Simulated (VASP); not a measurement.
# SnO2 in VASP: further runs

The runs below take SnO2 through single point, with r2SCAN.

All numbers are computed with VASP 6.6.1; they aren't measurements. Logs are shortened: lines on timing, memory, paths and dates and some standing lists are left out, and cuts for length are marked.

## (1) The cell of the first run

The typed cell holds 6 atoms: a = 4.761 Å, b = 4.761 Å, c = 3.200 Å, α = 90.00°, β = 90.00°, γ = 90.00°.

## (2) Single point, r2SCAN

The input, POSCAR:

```
SnO2
1.0
    4.7605144913      0.0000000000      0.0000000000
    0.0000000000      4.7606977633      0.0000000000
    0.0000000000      0.0000000000      3.2000515029
Sn O
2 4
Direct
    0.5000000000      0.5000000000      0.5000000000
    0.0000000000      0.0000000000      0.0000000000
    0.3058348108      0.3059224605      0.0000000000
    0.8058348108      0.1940775395      0.5000000000
    0.1941651892      0.8059224605      0.5000000000
    0.6941651892      0.6940775395      0.0000000000
```

The input, INCAR.step1:

```
PREC     = Accurate       # precision mode
ENCUT    = 520            # plane-wave cutoff, eV
ISMEAR   = 0              # smearing method
SIGMA    = 0.01           # smearing width, eV
LREAL    = F              # projectors in reciprocal space
LASPH    = T              # aspherical terms in the spheres
NELM     = 60             # most SCF steps
NBANDS   = 35             # bands
GGA      = PE             # functional
ALGO     = Normal         # electronic algorithm
EDIFF    = 1E-4           # SCF threshold, eV
LWAVE    = T              # write WAVECAR
LCHARG   = F              # write CHGCAR
```

The input, INCAR.step2:

```
PREC     = Accurate       # precision mode
ENCUT    = 520            # plane-wave cutoff, eV
EDIFF    = 1E-7           # SCF threshold, eV
ISMEAR   = 0              # smearing method
SIGMA    = 0.01           # smearing width, eV
LREAL    = F              # projectors in reciprocal space
LASPH    = T              # aspherical terms in the spheres
NELM     = 60             # most SCF steps
ALGO     = Normal         # electronic algorithm
ISIF     = 2              # what is computed and relaxed
LWAVE    = F              # write WAVECAR
LCHARG   = T              # write CHGCAR
METAGGA  = R2SCAN         # meta-GGA
LMIXTAU  = T            
LELF     = T              # ELF
LVHAR    = T            
NBANDS   = 35             # bands
ISTART   = 1
```

The input, KPOINTS:

```
regular mesh
0
Gamma
  4 4 6
```

Potentials or basis: VASP PAW PBE potentials, release 64 (Sn_d, O).

On the command line:

```
cat potpaw_PBE.64/Sn_d/POTCAR potpaw_PBE.64/O/POTCAR > POTCAR
cp INCAR.step1 INCAR
mpirun -np 1 vasp_std > vasp.out
cp INCAR.step2 INCAR
mpirun -np 1 vasp_std > vasp.out
```

OUTCAR:

```text
PREC = Accurate
   ENCUT = 520
   EDIFF = 1E-7
   ISMEAR = 0
   LREAL = F
   LASPH = T
   NELM = 60
   ISIF = 2
   METAGGA = R2SCAN
   ISTART = 1

 ion  position               nearest neighbor table
   1  0.500  0.500  0.500-   4 2.06   5 2.06   3 2.07   6 2.07   3 2.07   6 2.07   2 3.73   2 3.73
                             2 3.73   2 3.73   2 3.73   2 3.73   2 3.73   2 3.73
   2  0.000  0.000  0.000-   3 2.06   6 2.06   5 2.07   4 2.07   4 2.07   5 2.07   1 3.73   1 3.73
                             1 3.73   1 3.73   1 3.73   1 3.73   1 3.73   1 3.73
   3  0.306  0.306  0.000-   2 2.06   1 2.07   1 2.07
   4  0.806  0.194  0.500-   1 2.06   2 2.07   2 2.07
   5  0.194  0.806  0.500-   1 2.06   2 2.07   2 2.07
   6  0.694  0.694  0.000-   2 2.06   1 2.07   1 2.07

  LATTYP: Found a simple orthorhombic cell.
 ALAT       =     3.2000515029
 B/A-ratio  =     1.4876368355
 C/A-ratio  =     1.4876941071

  Lattice vectors:

 A1 = (   0.0000000000,   0.0000000000,   3.2000515029)
 A2 = (   4.7605144913,   0.0000000000,   0.0000000000)
 A3 = (   0.0000000000,   4.7606977633,   0.0000000000)

Analysis of symmetry for initial positions (statically):
=====================================================================
 Subroutine PRICEL returns:
 Original cell was already a primitive cell.

 Routine SETGRP: Setting up the symmetry group for a
 simple orthorhombic supercell.

 Subroutine GETGRP returns: Found  8 space group operations
 (whereof  4 operations were pure point group operations)
 out of a pool of  8 trial point group operations.

The static configuration has the point symmetry C_2h.
 The point group associated with its full space group is D_2h.

Analysis of symmetry for dynamics (positions and initial velocities):
=====================================================================
 Subroutine PRICEL returns:
 Original cell was already a primitive cell.

 Routine SETGRP: Setting up the symmetry group for a
 simple orthorhombic supercell.

 Subroutine GETGRP returns: Found  8 space group operations
 (whereof  4 operations were pure point group operations)
 out of a pool of  8 trial point group operations.

The dynamic configuration has the point symmetry C_2h.
 The point group associated with its full space group is D_2h.

 Subroutine INISYM returns: Found  8 space group operations
 (whereof  4 operations are pure point group operations),
 and found     1 'primitive' translations

----------------------------------------------------------------------------------------

                                     Primitive cell

  volume of cell :      72.5240

  direct lattice vectors                    reciprocal lattice vectors
     4.760514491  0.000000000  0.000000000     0.210061329  0.000000000  0.000000000
     0.000000000  4.760697763  0.000000000     0.000000000  0.210053242  0.000000000
     0.000000000  0.000000000  3.200051503     0.000000000  0.000000000  0.312494971

  length of vectors
     4.760514491  4.760697763  3.200051503     0.210061329  0.210053242  0.312494971

  position of ions in fractional coordinates (direct lattice)
     0.500000000  0.500000000  0.500000000
     0.000000000  0.000000000  0.000000000
     0.305834811  0.305922460  0.000000000
     0.805834811  0.194077540  0.500000000
     0.194165189  0.805922460  0.500000000
     0.694165189  0.694077540  0.000000000

  ion indices of the primitive-cell ions
   primitive index   ion index
                 1           1
                 2           2
                 3           3
                 4           4
                 5           5
                 6           6

----------------------------------------------------------------------------------------

 KPOINTS: regular mesh

Automatic generation of k-mesh.
 Grid dimensions read from file:
 generate k-points for:    4    4    6

 Generating k-lattice:

  Cartesian coordinates                     Fractional coordinates (reciprocal lattice)
     0.052515332  0.000000000  0.000000000     0.250000000  0.000000000  0.000000000
     0.000000000  0.052513311  0.000000000     0.000000000  0.250000000  0.000000000
     0.000000000  0.000000000  0.052082495     0.000000000  0.000000000  0.166666667

  Length of vectors
     0.052515332  0.052513311  0.052082495

  Shift w.r.t. Gamma in fractional coordinates (k-lattice)
     0.000000000  0.000000000  0.000000000

 Subroutine IBZKPT returns following result:
 ===========================================

 Found     36 irreducible k-points:

 Following reciprocal coordinates:
            Coordinates               Weight
  0.000000  0.000000  0.000000      1.000000
  0.250000  0.000000  0.000000      2.000000
  0.500000  0.000000  0.000000      1.000000
  0.000000  0.250000  0.000000      2.000000
  0.250000  0.250000  0.000000      4.000000
  0.500000  0.250000  0.000000      2.000000
[... 16 lines left out ...]
  0.250000  0.250000  0.333333      8.000000
  0.500000  0.250000  0.333333      4.000000
 [... further k-points ...]
   k-points           NKPTS =     36   k-points in BZ     NKDIM =     36   number of bands    NBANDS=     35
   number of dos      NEDOS =    301   number of ions     NIONS =      6
   total plane-waves  NPLWV =  31104
   dimension x,y,z NGX =    36 NGY =   36 NGZ =   24
   dimension x,y,z NGXF=    72 NGYF=   72 NGZF=   48
   ions per type =               2   4
   NGX,Y,Z   is equivalent  to a cutoff of  12.57, 12.57, 12.47 a.u.
   NGXF,Y,Z  is equivalent  to a cutoff of  25.14, 25.14, 24.94 a.u.
 SYSTEM =  unknown system
   PREC   = accura    normal or accurate (medium, high low for compatibility)
   ISTART =      1    job   : 0-new  1-cont  2-samecut
   ICHARG =      0    charge: 1-file 2-atom 10-const
   ISPIN  =      1    spin polarized calculation?
   LNONCOLLINEAR =      F non collinear calculations
   LSORBIT =      F    spin-orbit coupling
   LASPH  =      T    aspherical Exc in radial PAW
   ENCUT  =  520.0 eV  38.22 Ry    6.18 a.u.   8.85  8.85  5.95*2*pi/ulx,y,z
   NELM   =     60;   NELMIN=  2; NELMDL=  0     # of ELM steps
   EDIFF  = 0.1E-06   stopping-criterion for ELM
   LREAL  =      F    real-space projection
   EDIFFG = 0.1E-05   stopping-criterion for IOM
   NSW    =      0    number of steps for IOM
   IBRION =     -1    ionic relax: 0-MD 1-quasi-New 2-CG
   NFREE  =      0    steps in history (QN), initial steepest desc. (CG)
   ISIF   =      2    stress and relaxation
   ISYM   =      2    0-nonsym 1-usesym 2-fastsym
   POTIM  = 0.5000    time-step for ionic-motion
   TEBEG  =    0.0;   TEEND  =   0.0 temperature during run
   PSTRESS=    0.0 pullay stress
   NELECT =      52.0000    total number of electrons
   NUPDOWN=      -1.0000    fix difference up-down
   EMIN   =  10.00;   EMAX   =-10.00  energy-range for DOS
   EFERMI =   0.00;   METHOD = LEGACY
   ISMEAR =     0;   SIGMA  =   0.01  broadening in eV -4-tet -1-fermi 0-gaus
   EFERMI_NEDOS =   21; number of points for ismear=-14 and -15
   IALGO  =     38    algorithm
   IMIX   =      4    mixing-type and parameters
     AMIX     =   0.40;   BMIX     =  1.00
     AMIX_MAG =   1.60;   BMIX_MAG =  1.00
  volume/ion in A,a.u.               =      12.09        81.57
  Fermi-wavevector in a.u.,A,eV,Ry     =   1.465263  2.768945 29.211632  2.146994
  Thomas-Fermi vector in A             =   2.581140
   LORBIT       =      0    0 simple, 1 ext, 2 COOP (PROOUT), +10 PAW based schemes
   METAGGA = R2SCAN    functional components
   LHFCALC =     F    Hartree Fock is set to
   AEXX    =    0.0000 exact exchange contribution
   IVDW    =     0    specifies the selected vdW correction
   LEPSILON=     F    determine dielectric tensor
   LRPA    =     F    only Hartree local field effects (RPA)
 non-spin polarized calculation
 Gauss-broadening in eV      SIGMA  =   0.01
  energy-cutoff  :      520.00
  volume of cell :       72.52
 maximum number of plane-waves:      1992
 NGX is ok and might be reduce to    36
   NGX = 17   NGY = 17   NGZ = 11

 number of electron      52.0000003 magnetization

 Free energy of the ion-electron system (eV)
  ---------------------------------------------------
  ext. energy  EPLUGINS =         0.00000000
  ---------------------------------------------------
  free energy    TOTEN  =       -84.62880483 eV

  energy without entropy =      -84.62880483  energy(sigma->0) =      -84.62880483

 E-fermi :   5.6289     XC(G=0): -11.9690

 val. band max:        5.5571510367   @ k =   0.0000   0.0000   0.0000
 cond. band min:       7.3508910707   @ k =   0.0000   0.0000   0.0000
 fundamental gap:      1.7937400340
 Fermi energy:         5.6288690617

 k-point     1 :       0.0000    0.0000    0.0000
  band No.  band energies     occupation
      1     -16.1809      2.00000
      2     -15.2680      2.00000
      3     -14.9677      2.00000
      4     -14.9677      2.00000
      5     -14.9454      2.00000
      6     -14.9063      2.00000
[... 27 lines left out ...]
     34      18.6529      0.00000
     35      18.9973      0.00000

 k-point     2 :       0.2500    0.0000    0.0000
  band No.  band energies     occupation
      1     -16.0756      2.00000
      2     -15.4120      2.00000
      3     -14.9660      2.00000
      4     -14.9645      2.00000
      5     -14.9643      2.00000
      6     -14.9498      2.00000
[... 27 lines left out ...]
     34      18.5921      0.00000
     35      18.9161      0.00000

 k-point     3 :       0.5000    0.0000    0.0000
  band No.  band energies     occupation
      1     -15.7807      2.00000
      2     -15.7807      2.00000
      3     -14.9643      2.00000
      4     -14.9643      2.00000
      5     -14.9610      2.00000
      6     -14.9610      2.00000
[... 27 lines left out ...]
     34      18.7656      0.00000
     35      19.1331      0.00000
[... 723 lines left out ...]
 k-point    23 :       0.2500    0.2500    0.3333
  band No.  band energies     occupation
      1     -15.9697      2.00000
      2     -15.7237      2.00000
      3     -15.5239      2.00000
      4     -15.0132      2.00000
      5     -14.8015      2.00000
      6     -14.7721      2.00000
[... 27 lines left out ...]
     34      18.6113      0.00000
     35      19.0177      0.00000

 k-point    24 :       0.5000    0.2500    0.3333
  band No.  band energies     occupation
      1     -15.8843      2.00000
      2     -15.8843      2.00000
      3     -15.2715      2.00000
      4     -15.2715      2.00000
      5     -14.7886      2.00000
      6     -14.7886      2.00000
[... 27 lines left out ...]
     34      18.1476      0.00000
     35      19.0674      0.00000

 [... further k-points ...]

------------------------ aborting loop because EDIFF is reached ----------------------------------------

  FORCE on cell =-STRESS in cart. coord.  units (eV):
  Direction    XX          YY          ZZ          XY          YZ          ZX
  --------------------------------------------------------------------------------------
  -------------------------------------------------------------------------------------
  Total        0.4014069      0.4016774      0.6640863     -0.0000000      0.0000000      0.0000000
  in kB        8.8677605      8.8737351     14.6707946     -0.0000000      0.0000000      0.0000000
  external PRESSURE =      10.8040967 kB  Pullay stress =       0.0000000 kB

 VOLUME and BASIS-vectors are now :
 -----------------------------------------------------------------------------
  energy-cutoff  :      520.00
  volume of cell :       72.52
      direct lattice vectors                 reciprocal lattice vectors
     4.760514491  0.000000000  0.000000000     0.210061329  0.000000000  0.000000000
     0.000000000  4.760697763  0.000000000     0.000000000  0.210053242  0.000000000
     0.000000000  0.000000000  3.200051503     0.000000000  0.000000000  0.312494971

 POSITION                                       TOTAL-FORCE (eV/Angst)
 -----------------------------------------------------------------------------------
      2.38026      2.38035      1.60003         0.000000      0.000000      0.000000
      0.00000      0.00000      0.00000         0.000000      0.000000      0.000000
      1.45593      1.45640      0.00000        -0.016634     -0.016898     -0.000000
      3.83619      0.92394      1.60003        -0.016634      0.016898     -0.000000
      0.92433      3.83675      1.60003         0.016634     -0.016898      0.000000
      3.30458      3.30429      0.00000         0.016634      0.016898      0.000000
 -----------------------------------------------------------------------------------
    total drift:                                0.000000      0.000000      0.000000

  FREE ENERGIE OF THE ION-ELECTRON SYSTEM (eV)
  ---------------------------------------------------
  free  energy   TOTEN  =       -84.6288048346 eV

  energy  without entropy=      -84.6288048346  energy(sigma->0) =      -84.62880483
```

Wall time 1.9 min (1 thread of Intel Xeon 6975P-C (Granite Rapids), shared host); peak memory 0.22 GiB.

What came out:

```
Free energy            : -84.6288 eV
Pressure               : 1.1 GPa
Largest force          : 0.024 eV/Å
Band gap on the k mesh : 1.79 eV
```

Forces on the atoms (eV/Å):
```
Sn   0.000  0.000  0.000
Sn   0.000  0.000  0.000
O   -0.017 -0.017  0.000
O   -0.017  0.017  0.000
O    0.017 -0.017  0.000
O    0.017  0.017  0.000
```

Stress tensor (GPa, compression positive):
```
0.89 0.00 0.00
0.00 0.89 0.00
0.00 0.00 1.47
```

Levels at points of the mesh, in eV from the valence-band top:
```csv
k point,band 24,band 25,band 26,band 27,band 28,band 29
"(0.00, 0.00, 0.00)",-0.78,-0.78,0.00,1.79,6.82,7.05
"(0.50, 0.00, 0.00)",-1.17,-0.62,-0.62,5.00,5.00,7.81
"(0.00, 0.50, 0.00)",-1.17,-0.62,-0.62,5.00,5.00,7.81
"(0.50, 0.50, 0.00)",-1.30,-0.92,-0.92,5.44,5.44,8.22
"(0.00, 0.00, 0.50)",-1.67,-1.27,-1.27,6.87,6.87,10.53
"(0.50, 0.00, 0.50)",-1.11,-0.69,-0.69,7.15,7.15,8.85
"(0.00, 0.50, 0.50)",-1.11,-0.69,-0.69,7.15,7.15,8.85
"(0.50, 0.50, 0.50)",-0.96,-0.85,-0.85,5.52,5.52,9.65
```

Caveat: the PAW data sets were made with another functional, which shifts forces and pressure a little; spin-orbit coupling is left out, which moves the levels of the heavy elements.

## (3) Single point, r2SCAN

POSCAR is that of step 2.

The input, INCAR.step1:

```
SYSTEM = SnO2
PREC     = Accurate       ! precision mode
ENCUT    = 520            ! plane-wave cutoff, eV
ISMEAR   = 1              ! smearing method
SIGMA    = 0.5            ! smearing width, eV
LREAL    = .FALSE.        ! projectors in reciprocal space
LASPH    = .TRUE.         ! aspherical terms in the spheres
NELM     = 60             ! most SCF steps
NBANDS   = 35             ! bands
GGA      = PE             ! functional
ALGO     = Normal         ! electronic algorithm
EDIFF    = 1E-4           ! SCF threshold, eV
LWAVE    = .TRUE.         ! write WAVECAR
LCHARG   = .FALSE.        ! write CHGCAR
```

The input, INCAR.step2:

```
SYSTEM = SnO2
PREC     = Accurate       ! precision mode
ENCUT    = 520            ! plane-wave cutoff, eV
EDIFF    = 1E-7           ! SCF threshold, eV
ISMEAR   = 1              ! smearing method
SIGMA    = 0.5            ! smearing width, eV
LREAL    = .FALSE.        ! projectors in reciprocal space
LASPH    = .TRUE.         ! aspherical terms in the spheres
NELM     = 60             ! most SCF steps
ALGO     = Normal         ! electronic algorithm
ISIF     = 2              ! what is computed and relaxed
LWAVE    = .FALSE.        ! write WAVECAR
LCHARG   = .FALSE.        ! write CHGCAR
METAGGA  = R2SCAN         ! meta-GGA
LMIXTAU  = .TRUE.       
NBANDS   = 35             ! bands
ISTART   = 1
```

The input, KPOINTS:

```
Automatic mesh
0
G
  4 4 6
  0 0 0
```

Potentials or basis: VASP PAW PBE potentials, release 64 (Sn_d, O).

On the command line:

```
cat potpaw_PBE.64/Sn_d/POTCAR potpaw_PBE.64/O/POTCAR > POTCAR
cp INCAR.step1 INCAR
mpirun -np 1 vasp_std > vasp.out
cp INCAR.step2 INCAR
mpirun -np 1 vasp_std > vasp.out
```

Wall time 1.7 min (1 thread of Intel Xeon 6975P-C (Granite Rapids), shared host); peak memory 0.23 GiB.

It converged, with:

- Free energy: -84.6008 eV
- Pressure: 1.0 GPa
- Largest force: 0.037 eV/Å
- Band gap on the k mesh: 1.81 eV

Forces in eV/Å, atoms in the order of the input:
```
Sn   0.000  0.000  0.000
Sn   0.000  0.000  0.000
O   -0.026 -0.026  0.000
O   -0.026  0.026  0.000
O    0.026 -0.026  0.000
O    0.026  0.026  0.000
```

Stress tensor (GPa, compression positive):
```
0.94 0.00 0.00
0.00 0.94 0.00
0.00 0.00 1.11
```

Levels at points of the mesh, in eV from the valence-band top:
```
           k point  band 22  band 23  band 24  band 25  band 26  band 27  band 28  band 29  band 30  band 31
(0.00, 0.00, 0.00)    -1.21    -1.21    -0.77    -0.77     0.00     1.81     6.83     7.06     7.06    11.11
(0.50, 0.00, 0.00)    -1.97    -1.16    -1.16    -0.62    -0.62     5.01     5.01     7.82     7.82    11.90
(0.00, 0.50, 0.00)    -1.97    -1.16    -1.16    -0.62    -0.62     5.01     5.01     7.82     7.82    11.90
(0.50, 0.50, 0.00)    -1.96    -1.29    -1.29    -0.92    -0.92     5.46     5.46     8.23     8.23    11.93
(0.00, 0.00, 0.50)    -2.58    -1.67    -1.67    -1.27    -1.27     6.88     6.88    10.54    10.54    11.57
(0.50, 0.00, 0.50)    -1.73    -1.11    -1.11    -0.68    -0.68     7.16     7.16     8.86     8.86    11.94
(0.00, 0.50, 0.50)    -1.73    -1.11    -1.11    -0.68    -0.68     7.16     7.16     8.86     8.86    11.94
(0.50, 0.50, 0.50)    -2.34    -0.95    -0.95    -0.85    -0.85     5.53     5.53     9.65     9.65    11.92
```

Caveat: the smearing spreads over this small gap; the PAW data sets were made with another functional, which shifts forces and pressure a little; spin-orbit coupling is left out, which moves the levels of the heavy elements.

The gap in the log of VASP goes by the Fermi energy; the results here count the filled bands.